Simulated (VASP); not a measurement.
Wanted: the native input for a VASP 6.6.1 run.

- Task: single point
- Functional: r2SCAN
- Potentials or basis: VASP PAW PBE potentials, release 64 (Ca_sv)
- Cutoff: 520 eV
- k mesh: 4 × 4 × 4
- Occupations: gaussian, width 0.1 eV
- Spin: no spin polarisation
- Dipole correction: no
- Further INCAR settings: ALGO = Normal; EDIFF = 1e-06; NBANDS = 28

Crystal: Ca.

```
Ca
1.0
    -3.72277    3.72776    3.33014
     3.72277   -3.72776    3.33014
     3.72277    3.72776   -3.33014
Ca
4
Cartesian
  4.9947 1.2706 0.0000
  -1.2719 2.4572 3.3301
  2.4509 1.2706 3.3301
  1.2719 2.4572 0.0000
```

The input as run:

POSCAR

```
Ca
1.0
   -3.7227727908      3.7277646150      3.3301431152
    3.7227727908     -3.7277646150      3.3301431152
    3.7227727908      3.7277646150     -3.3301431152
Ca
4
Direct
    0.1704225300      0.6708298800      0.8412524100
    0.8295774700      0.3291701200      0.1587475900
    0.6704225300      0.8291701200      0.4995926500
    0.3295774700      0.1708298800      0.5004073500
```

INCAR.step1

```
SYSTEM = Ca
PREC     = Accurate       ! precision mode
ENCUT    = 520            ! plane-wave cutoff, eV
ISMEAR   = 0              ! smearing method
SIGMA    = 0.1            ! smearing width, eV
LREAL    = .False.        ! projectors in reciprocal space
LASPH    = .True.         ! aspherical terms in the spheres
NELM     = 100            ! most SCF steps
NBANDS   = 28             ! bands
GGA      = PE             ! functional
ALGO     = Normal         ! electronic algorithm
EDIFF    = 1E-4           ! SCF threshold, eV
LWAVE    = .True.         ! write WAVECAR
LCHARG   = .False.        ! write CHGCAR
```

INCAR.step2

```
SYSTEM = Ca
PREC     = Accurate       ! precision mode
ENCUT    = 520            ! plane-wave cutoff, eV
EDIFF    = 1E-6           ! SCF threshold, eV
ISMEAR   = 0              ! smearing method
SIGMA    = 0.1            ! smearing width, eV
LREAL    = .False.        ! projectors in reciprocal space
LASPH    = .True.         ! aspherical terms in the spheres
NELM     = 100            ! most SCF steps
ALGO     = Normal         ! electronic algorithm
ISIF     = 2              ! what is computed and relaxed
LWAVE    = .False.        ! write WAVECAR
LCHARG   = .False.        ! write CHGCAR
METAGGA  = R2SCAN         ! meta-GGA
LMIXTAU  = .True.       
NBANDS   = 28             ! bands
ISTART   = 1
```

KPOINTS

```
regular mesh
0
Gamma
  4 4 4
  0 0 0
```

Potentials or basis: VASP PAW PBE potentials, release 64 (Ca_sv).

Launch:

```bash
$ cat potpaw_PBE.64/Ca_sv/POTCAR > POTCAR
$ cp INCAR.step1 INCAR
$ mpirun -np 1 vasp_std > vasp.out
$ cp INCAR.step2 INCAR
$ mpirun -np 1 vasp_std > vasp.out
```

Results of the run:

* Pressure: -0.1 GPa
* Largest force: 0.032 eV/Å
* Band gap on the k mesh: zero (bands 20 and 21 overlap by 1.12 eV)

Caveat: the PAW data sets were made with another functional, which shifts forces and pressure a little.

Run time: 4 min on 1 thread of Intel(R) Xeon(R) Platinum 8375C CPU @ 2.90GHz (Ice Lake), on a shared host, peak memory 0.38 GiB.
